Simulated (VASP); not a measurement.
**GaN: single point with LDA**

Crystal: GaN.

```xyz
8
Lattice="-3.1516 0.0000 0.0000 0.0000 0.0000 -5.1382 0.0000 -5.4587 0.0000" Properties=species:S:1:pos:R:3 pbc="T T T"
Ga   -1.5758   -0.9525   -0.0195
Ga    0.0000   -3.5964    0.0123
Ga    0.0000   -1.8623   -2.5568
Ga   -1.5758   -4.5062   -2.5886
N    -1.5758   -0.9160   -3.2004
N     0.0000   -3.6329   -3.2152
N     0.0000   -1.8257   -0.6461
N    -1.5758   -4.5427   -0.6313
```

This cell differs from its parent crystal: mode 11 frozen in at -0.046 Å and mode 13 at +0.000 Å (largest displacements).

```
Program             : VASP 6.6.1
Task                : single point
Functional          : LDA
Potentials or basis : VASP PAW LDA potentials, release 64 (Ga_d, N)
Cutoff              : 520 eV
k mesh              : 8 × 6 × 6
Occupations         : gaussian, width 0.05 eV
Spin                : no spin polarisation
```

The pressure is 1.5 GPa, the largest force is 1.221 eV/Å and the band gap on the k mesh is 2.11 eV.

Forces in eV/Å, atoms in the order of the input:
```
Ga   0.000  1.095  0.432
Ga   0.000 -1.154 -0.399
Ga   0.000  1.154 -0.399
Ga   0.000 -1.095  0.432
N    0.000 -0.006 -0.051
N    0.000 -0.084  0.019
N    0.000  0.084  0.019
N    0.000  0.006 -0.051
```

Stress tensor (GPa, compression positive):
```
1.55 0.00 0.00
0.00 1.57 0.00
0.00 0.00 1.45
```

Levels at points of the mesh, in eV from the valence-band top:
| k point | band 34 | band 35 | band 36 | band 37 | band 38 | band 39 |
| --- | --- | --- | --- | --- | --- | --- |
| (0.00, 0.00, 0.00) | -0.08 | -0.02 | 0.00 | 2.11 | 4.34 | 4.98 |
| (0.50, 0.00, 0.00) | -2.23 | -2.18 | -1.86 | 5.33 | 5.83 | 6.67 |
| (0.00, 0.50, 0.00) | -0.57 | -0.53 | -0.53 | 4.26 | 4.26 | 4.48 |
| (0.50, 0.50, 0.00) | -1.94 | -1.59 | -1.59 | 5.69 | 5.69 | 5.99 |
| (0.00, 0.00, 0.50) | -0.72 | -0.61 | -0.41 | 4.26 | 4.51 | 5.93 |
| (0.50, 0.00, 0.50) | -2.26 | -1.14 | -0.99 | 4.74 | 5.20 | 5.47 |
| (0.00, 0.50, 0.50) | -1.67 | -1.10 | -1.10 | 5.09 | 5.09 | 5.43 |
| (0.50, 0.50, 0.50) | -2.02 | -1.79 | -1.79 | 4.14 | 4.14 | 4.57 |

It took 3.9 min on 1 thread of Intel(R) Xeon(R) Platinum 8259CL CPU @ 2.50GHz (Skylake/Cascade Lake), on a shared host, peak memory 0.33 GiB.

Caveat: the cell differs from its parent crystal (mode 11 frozen in at -0.046 Å and mode 13 at +0.000 Å (largest displacements)); forces of over 1 eV/Å act on the atoms, so gaps and moduli don't describe the material at rest.
